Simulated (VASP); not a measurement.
# NbP (P4_2/mmc) in VASP: density of states with PBE

Aim: the density of states of NbP with PBE.

All numbers are computed with VASP 6.6.1; they aren't measurements. Logs are shortened: lines on timing, memory, paths and dates and some standing lists are left out, and cuts for length are marked.

### Step 1. The cell of the first run

It takes space group P4_2/mmc (No. 131, tetragonal). The conventional cell has a = 4.260 Å, b = 4.260 Å, c = 4.773 Å, α = 90.00°, β = 90.00°, γ = 90.00°. Nb (site symmetry mmm) has 4 P at 2.44 Å within 3.2 Å. P (site symmetry -4m2) has 2 P at 2.39 Å and 4 Nb at 2.44 Å within 3.2 Å.

### Step 2. Density of states, PBE

The input, POSCAR:

```
NbP
1.0
    4.2602786648      0.0000000000      0.0000000000
    0.0000000000      4.2602786648      0.0000000000
    0.0000000000      0.0000000000      4.7728620267
Nb P
2 2
Direct
    0.0000000000      0.5000000000      0.0000000000
    0.5000000000      0.0000000000      0.5000000000
    0.5000000000      0.5000000000      0.2500000000
    0.5000000000      0.5000000000      0.7500000000
```

The input, INCAR.step1:

```
SYSTEM = NbP
ALGO = Normal
EDIFF = 1E-7
ENCUT = 520
GGA = PE
ISIF = 2
ISMEAR = 0
LASPH = .TRUE.
LCHARG = .TRUE.
LMAXMIX = 4
LREAL = .FALSE.
LWAVE = .FALSE.
NBANDS = 26
NELM = 100
PREC = Accurate
SIGMA = 0.1
```

The input, KPOINTS.step1:

```
k-points
0
G
  12 12 10
  0 0 0
```

The input, INCAR.step2:

```
SYSTEM = NbP
ALGO = Normal
EDIFF = 1E-7
ENCUT = 520
GGA = PE
ICHARG = 11
ISIF = 2
ISMEAR = -5
LASPH = .TRUE.
LCHARG = .FALSE.
LMAXMIX = 4
LORBIT = 10
LREAL = .FALSE.
LWAVE = .FALSE.
NBANDS = 26
NEDOS = 2001
NELM = 100
PREC = Accurate
SIGMA = 0.1
```

The input, KPOINTS.step2:

```
k-points
0
G
  18 18 15
  0 0 0
```

Potentials or basis: VASP PAW PBE potentials, release 64 (Nb_sv, P).

On the command line:

```console
$ cat potpaw_PBE.64/Nb_sv/POTCAR potpaw_PBE.64/P/POTCAR > POTCAR
$ cp INCAR.step1 INCAR
$ cp KPOINTS.step1 KPOINTS
$ mpirun -np 1 vasp_std > vasp.out
$ cp INCAR.step2 INCAR
$ cp KPOINTS.step2 KPOINTS
$ mpirun -np 1 vasp_std > vasp.out
```

OUTCAR:

```text
SYSTEM = NbP
   EDIFF = 1E-7
   ENCUT = 520
   GGA = PE
   ICHARG = 11
   ISIF = 2
   ISMEAR = -5
   LASPH = .TRUE.
   LORBIT = 10
   LREAL = .FALSE.
   NELM = 100
   PREC = Accurate

 ion  position               nearest neighbor table
   1  0.000  0.500  0.000-   3 2.44   4 2.44   3 2.44   4 2.44
   2  0.500  0.000  0.500-   3 2.44   4 2.44   3 2.44   4 2.44
   3  0.500  0.500  0.250-   4 2.39   4 2.39   1 2.44   2 2.44   2 2.44   1 2.44
   4  0.500  0.500  0.750-   3 2.39   3 2.39   1 2.44   2 2.44   2 2.44   1 2.44

  LATTYP: Found a simple tetragonal cell.
 ALAT       =     4.2602786648
 C/A-ratio  =     1.1203168624

  Lattice vectors:

 A1 = (   4.2602786648,   0.0000000000,   0.0000000000)
 A2 = (   0.0000000000,   4.2602786648,   0.0000000000)
 A3 = (   0.0000000000,   0.0000000000,   4.7728620267)

Analysis of symmetry for initial positions (statically):
=====================================================================
 Subroutine PRICEL returns:
 Original cell was already a primitive cell.

 Routine SETGRP: Setting up the symmetry group for a
 simple tetragonal supercell.

 Subroutine GETGRP returns: Found 16 space group operations
 (whereof  8 operations were pure point group operations)
 out of a pool of 16 trial point group operations.

The static configuration has the point symmetry D_2h.
 The point group associated with its full space group is D_4h.

Analysis of symmetry for dynamics (positions and initial velocities):
=====================================================================
 Subroutine PRICEL returns:
 Original cell was already a primitive cell.

 Routine SETGRP: Setting up the symmetry group for a
 simple tetragonal supercell.

 Subroutine GETGRP returns: Found 16 space group operations
 (whereof  8 operations were pure point group operations)
 out of a pool of 16 trial point group operations.

The dynamic configuration has the point symmetry D_2h.
 The point group associated with its full space group is D_4h.

 Subroutine INISYM returns: Found 16 space group operations
 (whereof  8 operations are pure point group operations),
 and found     1 'primitive' translations

----------------------------------------------------------------------------------------

                                     Primitive cell

  volume of cell :      86.6273

  direct lattice vectors                    reciprocal lattice vectors
     4.260278665  0.000000000  0.000000000     0.234726430  0.000000000  0.000000000
     0.000000000  4.260278665  0.000000000     0.000000000  0.234726430  0.000000000
     0.000000000  0.000000000  4.772862027     0.000000000  0.000000000  0.209517894

  length of vectors
     4.260278665  4.260278665  4.772862027     0.234726430  0.234726430  0.209517894

  position of ions in fractional coordinates (direct lattice)
     0.000000000  0.500000000  0.000000000
     0.500000000  0.000000000  0.500000000
     0.500000000  0.500000000  0.250000000
     0.500000000  0.500000000  0.750000000

  ion indices of the primitive-cell ions
   primitive index   ion index
                 1           1
                 2           2
                 3           3
                 4           4

----------------------------------------------------------------------------------------

 KPOINTS: k-points

Automatic generation of k-mesh.
 Grid dimensions read from file:
 generate k-points for:   18   18   15

 Generating k-lattice:

  Cartesian coordinates                     Fractional coordinates (reciprocal lattice)
     0.013040357  0.000000000  0.000000000     0.055555556  0.000000000  0.000000000
     0.000000000  0.013040357  0.000000000     0.000000000  0.055555556  0.000000000
     0.000000000  0.000000000  0.013967860     0.000000000  0.000000000  0.066666667

  Length of vectors
     0.013040357  0.013040357  0.013967860

  Shift w.r.t. Gamma in fractional coordinates (k-lattice)
     0.000000000  0.000000000  0.000000000

 TETIRR: Found   7299 inequivalent tetrahedra from    29160

 Subroutine IBZKPT returns following result:
 ===========================================

 Found    440 irreducible k-points:

 Following reciprocal coordinates:
            Coordinates               Weight
  0.000000  0.000000  0.000000      1.000000
  0.055556  0.000000  0.000000      4.000000
  0.111111  0.000000  0.000000      4.000000
  0.166667  0.000000  0.000000      4.000000
  0.222222  0.000000  0.000000      4.000000
  0.277778  0.000000  0.000000      4.000000
[... 16 lines left out ...]
  0.277778  0.111111  0.000000      8.000000
  0.333333  0.111111  0.000000      8.000000
 [... further k-points ...]
   k-points           NKPTS =    440   k-points in BZ     NKDIM =    440   number of bands    NBANDS=     26
   number of dos      NEDOS =   2001   number of ions     NIONS =      4
   total plane-waves  NPLWV =  36864
   dimension x,y,z NGX =    32 NGY =   32 NGZ =   36
   dimension x,y,z NGXF=    64 NGYF=   64 NGZF=   72
   ions per type =               2   2
   NGX,Y,Z   is equivalent  to a cutoff of  12.49, 12.49, 12.54 a.u.
   NGXF,Y,Z  is equivalent  to a cutoff of  24.97, 24.97, 25.08 a.u.
 SYSTEM =  NbP
   PREC   = accura    normal or accurate (medium, high low for compatibility)
   ISTART =      0    job   : 0-new  1-cont  2-samecut
   ICHARG =     11    charge: 1-file 2-atom 10-const
   ISPIN  =      1    spin polarized calculation?
   LNONCOLLINEAR =      F non collinear calculations
   LSORBIT =      F    spin-orbit coupling
   LASPH  =      T    aspherical Exc in radial PAW
   ENCUT  =  520.0 eV  38.22 Ry    6.18 a.u.   7.92  7.92  8.87*2*pi/ulx,y,z
   NELM   =    100;   NELMIN=  2; NELMDL=  0     # of ELM steps
   EDIFF  = 0.1E-06   stopping-criterion for ELM
   LREAL  =      F    real-space projection
   EDIFFG = 0.1E-05   stopping-criterion for IOM
   NSW    =      0    number of steps for IOM
   IBRION =     -1    ionic relax: 0-MD 1-quasi-New 2-CG
   NFREE  =      0    steps in history (QN), initial steepest desc. (CG)
   ISIF   =      2    stress and relaxation
   ISYM   =      2    0-nonsym 1-usesym 2-fastsym
   POTIM  = 0.5000    time-step for ionic-motion
   TEBEG  =    0.0;   TEEND  =   0.0 temperature during run
   PSTRESS=    0.0 pullay stress
   NELECT =      36.0000    total number of electrons
   NUPDOWN=      -1.0000    fix difference up-down
   EMIN   =  10.00;   EMAX   =-10.00  energy-range for DOS
   EFERMI =   0.00;   METHOD = LEGACY
   ISMEAR =    -5;   SIGMA  =   0.10  broadening in eV -4-tet -1-fermi 0-gaus
   EFERMI_NEDOS =   21; number of points for ismear=-14 and -15
   IALGO  =     38    algorithm
   IMIX   =      4    mixing-type and parameters
     AMIX     =   0.40;   BMIX     =  1.00
     AMIX_MAG =   1.60;   BMIX_MAG =  1.00
  volume/ion in A,a.u.               =      21.66       146.15
  Fermi-wavevector in a.u.,A,eV,Ry     =   1.221680  2.308640 20.306714  1.492501
  Thomas-Fermi vector in A             =   2.356853
   LORBIT       =     10    0 simple, 1 ext, 2 COOP (PROOUT), +10 PAW based schemes
   GGA     = PE    functional components
   LHFCALC =     F    Hartree Fock is set to
   AEXX    =    0.0000 exact exchange contribution
   IVDW    =     0    specifies the selected vdW correction
   LEPSILON=     F    determine dielectric tensor
   LRPA    =     F    only Hartree local field effects (RPA)
 non-spin polarized calculation
 Fermi weights with tetrahedron method with Bloechl corrections
  energy-cutoff  :      520.00
  volume of cell :       86.63
 maximum number of plane-waves:      2356
 NGX is ok and might be reduce to    32

 number of electron      35.9999999 magnetization

 Free energy of the ion-electron system (eV)
  ---------------------------------------------------
  ext. energy  EPLUGINS =         0.00000000
  ---------------------------------------------------
  free energy    TOTEN  =       -29.85420450 eV

  energy without entropy =      -29.85420450  energy(sigma->0) =      -29.85420450

 E-fermi :   6.9933     XC(G=0): -10.2816

 val. band max:        7.0028258918   @ k =   0.4444   0.1667   0.2000
 cond. band min:       6.9443961876   @ k =   0.5000   0.5000   0.1333
 fundamental gap:     -0.0584297042
 Fermi energy:         6.9933169109

 k-point     1 :       0.0000    0.0000    0.0000
  band No.  band energies     occupation
      1     -48.3011      2.00000
      2     -48.2909      2.00000
      3     -24.5081      2.00000
      4     -24.4251      2.00000
      5     -24.3974      2.00000
      6     -24.3974      2.00000
[... 18 lines left out ...]
     25      13.0154      0.00000
     26      13.0546      0.00000

 k-point     2 :       0.0556    0.0000    0.0000
  band No.  band energies     occupation
      1     -48.3010      2.00000
      2     -48.2909      2.00000
      3     -24.5073      2.00000
      4     -24.4257      2.00000
      5     -24.3984      2.00000
      6     -24.3971      2.00000
[... 18 lines left out ...]
     25      13.0402      0.00000
     26      13.1014      0.00000

 k-point     3 :       0.1111    0.0000    0.0000
  band No.  band energies     occupation
      1     -48.3008      2.00000
      2     -48.2911      2.00000
      3     -24.5052      2.00000
      4     -24.4273      2.00000
      5     -24.4013      2.00000
      6     -24.3962      2.00000
[... 572 lines left out ...]
 k-point    23 :       0.2778    0.1111    0.0000
  band No.  band energies     occupation
      1     -48.2986      2.00000
      2     -48.2924      2.00000
      3     -24.4898      2.00000
      4     -24.4397      2.00000
      5     -24.4260      2.00000
      6     -24.3871      2.00000
[... 18 lines left out ...]
     25      12.2015      0.00000
     26      12.3478      0.00000

 k-point    24 :       0.3333    0.1111    0.0000
  band No.  band energies     occupation
      1     -48.2978      2.00000
      2     -48.2930      2.00000
      3     -24.4838      2.00000
      4     -24.4448      2.00000
      5     -24.4324      2.00000
      6     -24.3852      2.00000
[... 18 lines left out ...]
     25      12.4340      0.00000
     26      12.5961      0.00000

 [... further k-points ...]
[... 5 lines left out ...]
  --------------------------------------------------------------------------------------
  -------------------------------------------------------------------------------------
  Total       -0.1813485     -0.1813485     -0.1448345      0.0000000      0.0000000      0.0000000
  in kB       -3.3540501     -3.3540501     -2.6787220      0.0000000      0.0000000      0.0000000
  external PRESSURE =      -3.1289407 kB  Pullay stress =       0.0000000 kB

 VOLUME and BASIS-vectors are now :
 -----------------------------------------------------------------------------
  energy-cutoff  :      520.00
  volume of cell :       86.63
      direct lattice vectors                 reciprocal lattice vectors
     4.260278665  0.000000000  0.000000000     0.234726430  0.000000000  0.000000000
     0.000000000  4.260278665  0.000000000     0.000000000  0.234726430  0.000000000
     0.000000000  0.000000000  4.772862027     0.000000000  0.000000000  0.209517894

 POSITION                                       TOTAL-FORCE (eV/Angst)
 -----------------------------------------------------------------------------------
      0.00000      2.13014      0.00000         0.000000     -0.000000     -0.000000
      2.13014      0.00000      2.38643         0.000000     -0.000000     -0.000000
      2.13014      2.13014      1.19322         0.000000      0.000000     -0.000000
      2.13014      2.13014      3.57965         0.000000     -0.000000      0.000000
 -----------------------------------------------------------------------------------
    total drift:                                0.000000      0.000000     -0.000000

  FREE ENERGIE OF THE ION-ELECTRON SYSTEM (eV)
  ---------------------------------------------------
  free  energy   TOTEN  =       -29.8542044986 eV

  energy  without entropy=      -29.8542044986  energy(sigma->0) =      -29.85420450

 total charge

# of ion       s       p       d       tot
------------------------------------------
    1        2.145   5.999   2.464  10.608
    2        2.145   5.999   2.464  10.608
    3        1.041   1.515   0.000   2.555
    4        1.041   1.515   0.000   2.555
--------------------------------------------------
tot          6.371  15.028   4.927  26.326
```

Wall time 9.4 min (1 thread of Intel Xeon Platinum 8488C (Sapphire Rapids), shared host); peak memory 0.8 GiB.

What came out:

```
Valence electrons inside the program's atomic spheres : Nb 10.61; P 2.56
```

Levels at points of the mesh, in eV from the Fermi level:
| k point | band 16 | band 17 | band 18 | band 19 | band 20 | band 21 |
| --- | --- | --- | --- | --- | --- | --- |
| (0.00, 0.00, 0.00) | -2.51 | -0.98 | -0.70 | 0.66 | 1.12 | 1.12 |
| (0.50, 0.00, 0.00) | -1.36 | -0.47 | -0.43 | 0.07 | 0.45 | 1.49 |
| (0.50, 0.50, 0.00) | -1.19 | -0.26 | -0.26 | -0.11 | 0.17 | 1.11 |

Caveat: tetrahedron occupations give inexact forces and stress in metals.
